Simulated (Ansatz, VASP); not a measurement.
SnO in VASP and in Ansatz

File INCAR:

```
ALGO = Normal
EDIFF = 1E-6
ENCUT = 600
GGA = PE
GGA_COMPAT = F
ISIF = 2
ISMEAR = -1
LASPH = T
LCHARG = F
LREAL = F
LWAVE = F
NBANDS = 28
NELM = 120
PREC = Accurate
SIGMA = 0.02
```

The input KPOINTS:

```
k-points
0
Gamma
  6 6 6
```

File POSCAR:

```
SnO
1.0
    3.6788104198      0.0000000000      0.0000000000
    0.0000000000      3.6788104198      0.0000000000
    0.0000000000      0.0000000000      4.6156356110
Sn O
2 2
Direct
    0.0000000000      0.5000000000      0.2551525588
    0.5000000000      0.0000000000      0.7448474412
    0.5000000000      0.5000000000      0.0000000000
    0.0000000000      0.0000000000      0.0000000000
```

Input for Ansatz:

```yaml
crystal:
  lattice:
    - [3.6788104198, 0.0, 0.0]
    - [0.0, 3.6788104198, 0.0]
    - [0.0, 0.0, 4.615635611]
  atoms:
    - { symbol: Sn, position: [0.0, 0.5, 0.2551525588] }
    - { symbol: Sn, position: [0.5, 0.0, 0.7448474412] }
    - { symbol: O, position: [0.5, 0.5, 0.0] }
    - { symbol: O, position: [0.0, 0.0, 0.0] }
kpoints:
  mp_grid: { grid: [6, 6, 6] }
  band_path:
    path:
      - [0.0, 0.0, 0.0]
      - [0.0, 0.5, 0.0]
      - [0.5, 0.5, 0.0]
      - [0.0, 0.0, 0.5]
      - [0.0, 0.5, 0.5]
      - [0.5, 0.5, 0.5]
    npoints: 1
hamiltonian:
  xc: pbe
scf:
  occupations: { method: fermi_dirac, width: 0.02 }
  n_extra_bands: 5
output:
  forces: true
  stress: true
  eigenvalues: true
```

Change from the starting cell: hydrostatic strain -3.0%.

Alike in both runs: task single point; functional PBE; k mesh 6 × 6 × 6; occupations fermi-dirac, width 0.02 eV; no spin polarisation.

|  | VASP | Ansatz |
| --- | --- | --- |
| version | VASP 6.6.1 | Ansatz 0.2.0 |
| potentials or method | VASP PAW PBE potentials, release 64 (Sn_d, O) | plane waves, PAW |
| plane-wave cutoff (eV) | 600 | 420 |
| valence electrons in the cell | 40 | 40 |

|  | VASP | Ansatz | Ansatz less VASP |
| --- | --- | --- | --- |
| pressure (GPa) | 12.0 | 11.7 | -0.25 |
| traceless stress, the component that is largest in VASP (GPa) | -3.29 | -3.34 | -0.054 |
| rms of the force components (eV/Å) | 0.246 | 0.207 | -0.0389 |

Atom by atom the forces differ by 0.039 eV/Å (rms over components).
